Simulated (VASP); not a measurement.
Input of a VASP 6.6.1 run:

The input POSCAR:

```
LiH17O9
1.0
    6.5731380000      0.0000000000      0.0000000000
    0.0000000000      6.5731380000      0.0000000000
    0.0000000000      0.0000000000      6.5731380000
O H Li
9 17 1
Direct
    0.7961037787      0.4304488967      0.9928439050
    0.1868666077      0.3777039216      0.5122058901
    0.4130447284      0.7867931572      0.8626169114
    0.6735443558      0.6816531161      0.4296577981
    0.8870496862      0.1737222009      0.3050141348
    0.0164457220      0.8022043657      0.7233987785
    0.6005046600      0.1976072920      0.6220620958
    0.4239984008      0.3614864012      0.1285839427
   -0.0842063562      0.8004548208      0.1551618116
    0.8333158379      0.5687390102      1.0577900540
    0.8476773194      0.3275148034      1.0900729606
    0.2527712030      0.2675890876      0.5991202375
    0.2933302176      0.3881859775      0.4017867874
    0.2824373990      0.7893338007      0.7882536469
    0.4072331967      0.6533104888      0.9288714158
    0.6742289604      0.5451581878      0.4533603281
    0.7784409821      0.7248744816      0.3213229359
    1.0190870783      0.2348649914      0.3575613352
    0.9193630196      0.0312940334      0.2444190279
    0.0166587100      0.6745028022      0.6429957807
   -0.0247826837      0.7466753322      0.8514350376
    0.6574941831      0.2174456097      0.4904202529
    0.6689651122      0.2858604216      0.7141337973
    0.5670655325      0.4035819726      0.0946884121
    0.3876230805      0.2367970975      0.0436473417
    0.0567613216      0.7576442180      0.1559681236
    0.6591676609      0.8675764909      0.6495375573
```

The input INCAR.step1:

```
SYSTEM = LiH17O9
PREC     = Accurate       ! precision mode
ENCUT    = 720            ! plane-wave cutoff, eV
ISMEAR   = -1             ! smearing method
SIGMA    = 0.05           ! smearing width, eV
LREAL    = .FALSE.        ! projectors in reciprocal space
LASPH    = .TRUE.         ! aspherical terms in the spheres
NELM     = 120            ! most SCF steps
NBANDS   = 56             ! bands
GGA      = PE             ! functional
ALGO     = Normal         ! electronic algorithm
EDIFF    = 1E-5           ! SCF threshold, eV
LWAVE    = .TRUE.         ! write WAVECAR
LCHARG   = .FALSE.        ! write CHGCAR
GGA_COMPAT= .FALSE.
```

INCAR.step2

```
SYSTEM = LiH17O9
PREC     = Accurate       ! precision mode
ENCUT    = 720            ! plane-wave cutoff, eV
EDIFF    = 1E-6           ! SCF threshold, eV
ISMEAR   = -1             ! smearing method
SIGMA    = 0.05           ! smearing width, eV
LREAL    = .FALSE.        ! projectors in reciprocal space
LASPH    = .TRUE.         ! aspherical terms in the spheres
NELM     = 120            ! most SCF steps
ALGO     = Normal         ! electronic algorithm
ISIF     = 2              ! what is computed and relaxed
LWAVE    = .FALSE.        ! write WAVECAR
LCHARG   = .FALSE.        ! write CHGCAR
METAGGA  = R2SCAN         ! meta-GGA
LMIXTAU  = .TRUE.       
IVDW     = 12             ! dispersion correction
VDW_S6   = 1.0          
VDW_S8   = 0.78981345   
VDW_A1   = 0.49484001   
VDW_A2   = 5.73083694   
NBANDS   = 56             ! bands
ISTART   = 1            
GGA_COMPAT= .FALSE.
```

File KPOINTS:

```
Automatic mesh
0
G
  1 1 1
  0 0 0
```

Potentials or basis: VASP PAW PBE potentials, release 64 (O, H, Li_sv).

Run with:

```console
$ cat potpaw_PBE.64/O/POTCAR potpaw_PBE.64/H/POTCAR potpaw_PBE.64/Li_sv/POTCAR > POTCAR
$ cp INCAR.step1 INCAR
$ mpirun -np 1 vasp_gam > vasp.out
$ cp INCAR.step2 INCAR
$ mpirun -np 1 vasp_gam > vasp.out
```

**Question.** What does it give for the pressure?

**Answer.** -2.7 GPa.

**Question.** Predict the largest force.

**Answer.** 3.512 eV/Å.

**Question.** What does it give for the dispersion energy per atom?

**Answer.** -0.018 eV.

Forces in eV/Å, atoms in the order of the input:
```
O    0.169  1.218  0.433
O    2.018 -1.502 -0.033
O   -0.129 -0.586 -0.347
O   -0.167  3.507 -0.101
O    1.435 -0.218 -0.282
O   -0.120 -1.245 -1.390
O   -1.182 -1.082  0.566
O   -0.667 -1.287 -0.836
O    0.024 -0.366 -0.429
H   -0.148 -0.838 -0.501
H    0.036 -0.014  0.081
H   -0.896  1.562 -0.983
H   -0.958  0.143  0.679
H    0.269  0.304  0.234
H    0.291  0.422 -0.036
H    0.108 -3.132  0.254
H    0.199 -0.265 -0.174
H   -1.397 -0.588 -0.114
H   -0.459  0.660  0.327
H    0.196  0.894 -0.046
H   -0.326  0.355  1.415
H    0.922 -0.036 -1.091
H    0.601  0.533  0.745
H   -0.501 -0.623 -0.317
H    0.872  1.883  1.298
H   -0.042  0.090  0.341
Li  -0.146  0.212  0.307
```

Caveat: the k points lie up to 0.96 Å⁻¹ apart; the PAW data sets were made with another functional, which shifts forces and pressure a little.
